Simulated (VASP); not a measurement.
A run of VASP 6.6.1 is set up as follows.

The input INCAR:

```
ALGO = Normal ; EDIFF = 1E-7
ENCUT = 520 ; GGA = CA
ISIF = 2 ; ISMEAR = -1
LASPH = T ; LCHARG = T
LELF = T ; LREAL = F
LVHAR = T ; LWAVE = F
NBANDS = 26 ; NELM = 80
PREC = Accurate ; SIGMA = 0.1
```

File KPOINTS:

```
k-points
0
Gamma
  8 8 8
```

Contents of POSCAR:

```
LuHg
1.0
    3.7007299438      0.0000000000      0.0000000000
    0.0000000000      3.7007299438      0.0000000000
    0.0000000000      0.0000000000      3.7007299438
Lu Hg
1 1
Direct
    0.5000000000      0.5000000000      0.5000000000
    0.0000000000      0.0000000000      0.0000000000
```

Potentials or basis: VASP PAW PBE potentials, release 64 (Lu, Hg).

Launch:

```bash
$ cat potpaw_PBE.64/Lu/POTCAR potpaw_PBE.64/Hg/POTCAR > POTCAR
$ mpirun -np 1 vasp_std > vasp.out
```

(1) What does it give for the pressure?

Results:

(1) -8.3 GPa.

Caveat: the PAW data sets were made with another functional, which shifts forces and pressure a little.
